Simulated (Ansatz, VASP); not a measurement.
**Two plane-wave programs on CuAu**

```
Cu Au
1.0
     2.80000    0.00000    0.00000
     0.00000    2.80000    0.00000
     0.00000    0.00000    3.67000
Cu Au
1 1
Direct
  0.50000 0.50000 0.50000
  0.00000 0.00000 0.00000
```

Alike in both runs: task electric field gradients; functional PBE; k mesh 6 × 6 × 5; occupations fermi-dirac, width 0.05 eV; no spin polarisation.

```csv
,VASP,Ansatz
version,VASP 6.6.1,Ansatz 0.2.0
potentials or method,"VASP PAW PBE potentials, release 64 (Cu_sv_GW, Au_sv_GW)","PAW with Ansatz's default frozen-core files, scalar-relativistic"
plane-wave cutoff (eV),610,420
valence electrons in the cell,38,38
```

|  | VASP | Ansatz | Ansatz less VASP |
| --- | --- | --- | --- |
| size of Vzz on the site where it differs most (V/Å²) | 41.6 | 28.1 | -13.49 |

The k mesh is coarse, so the values compare programs but aren't converged. Spin-orbit coupling is off throughout.
